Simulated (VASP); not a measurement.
Input of a VASP 6.6.1 run:

File INCAR:

```
ALGO = Fast ; EDIFF = 1E-7
ENCUT = 520 ; GGA = PE
ISIF = 2 ; ISMEAR = 0
LASPH = True ; LCHARG = True
LELF = True ; LREAL = False
LVHAR = True ; LWAVE = False
NBANDS = 12 ; NELM = 80
PREC = Accurate ; SIGMA = 0.15
```

File KPOINTS:

```
k-points
0
Gamma
  20 20 20
```

POSCAR

```
Ta
1.0
   -1.6388954000      1.6512800000      1.6388954000
    1.6636646000     -1.6512800000      1.6636646000
    1.6388954000      1.6512800000     -1.6388954000
Ta
1
Direct
    0.0000000000      0.0000000000      0.0000000000
```

Potentials or basis: VASP PAW PBE potentials, release 64 (Ta_pv).

Command:

```bash
$ cat potpaw_PBE.64/Ta_pv/POTCAR > POTCAR
$ mpirun -np 1 vasp_std > vasp.out
```

(1) Estimate the pressure.

## Answers

(1) 3.3 GPa.

Caveat: the cell differs from its parent crystal (strain +0.0150 x Voigt [0, 0, 0, 0, 1, 0]).
